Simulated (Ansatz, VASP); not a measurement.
This is a calculation of Tc for Ansatz 0.2.0.

input.yaml

```yaml
crystal:
  lattice:
    - [2.7393552909, 0.0, 0.0]
    - [-1.3696776454, 2.3723512719, 0.0]
    - [0.0, 0.0, 8.5942907512]
  atoms:
    - { symbol: Tc, position: [0.6666666667, 0.3333333333, 0.75] }
    - { symbol: Tc, position: [0.0, 0.0, 0.5] }
    - { symbol: Tc, position: [0.3333333333, 0.6666666667, 0.25] }
    - { symbol: Tc, position: [0.0, 0.0, 0.0] }
hamiltonian:
  xc: pbesol
  pseudopotentials: { kind: paw }
kpoints:
  mp_grid: { grid: [9, 9, 3] }
scf:
  occupations: { method: fermi_dirac, width: 0.05 }
output:
  forces: true
  stress: true
  eigenvalues: true
```

Potentials or basis: Ansatz PAW earlier set.

Launch:

```bash
$ ansatz run input.yaml --threads 2 --pin off --max-ram 5632MiB --backend cpu --events-out ev --progress --plain --runs-dir out
```

Problem. Translate it to VASP 6.6.1. Potentials there: VASP PAW PBE potentials, release 64 (Tc_pv).

Solution. As run (the cutoff follows the program's own potentials):

The input INCAR:

```
PREC = Accurate ; ENCUT = 520
EDIFF = 1E-6 ; ISMEAR = -1
SIGMA = 0.05 ; LREAL = False
LASPH = True ; NELM = 80
ALGO = Normal ; ISIF = 2
LWAVE = False ; LCHARG = True
GGA = PS ; LELF = True
LVHAR = True ; NBANDS = 34
```

The input KPOINTS:

```
regular mesh
0
Gamma
  9 9 3
```

The input POSCAR:

```
Tc
1.0
    2.7393552909      0.0000000000      0.0000000000
   -1.3696776454      2.3723512719      0.0000000000
    0.0000000000      0.0000000000      8.5942907512
Tc
4
Direct
    0.6666666667      0.3333333333      0.7500000000
    0.0000000000      0.0000000000      0.5000000000
    0.3333333333      0.6666666667      0.2500000000
    0.0000000000      0.0000000000      0.0000000000
```

Potentials or basis: VASP PAW PBE potentials, release 64 (Tc_pv).

Run with:

```console
$ cat potpaw_PBE.64/Tc_pv/POTCAR > POTCAR
$ mpirun -np 1 vasp_std > vasp.out
```

Both were run:

|  | VASP | Ansatz | Ansatz less VASP |
| --- | --- | --- | --- |
| gap on the k mesh at the Fermi level (eV) | none | none | - |
| pressure (GPa) | 0.5 | 1.2 | +0.69 |
| traceless stress, the component that is largest in VASP (GPa) | 3.52 | 3.56 | +0.042 |

VASP's potentials were made for PBE, not for PBEsol. A gap of «none» marks a metal or a gap that the smearing closes. VASP's potentials hold 52 valence electrons a cell and Ansatz's 60, so a difference there can come from the potentials and not from the codes.
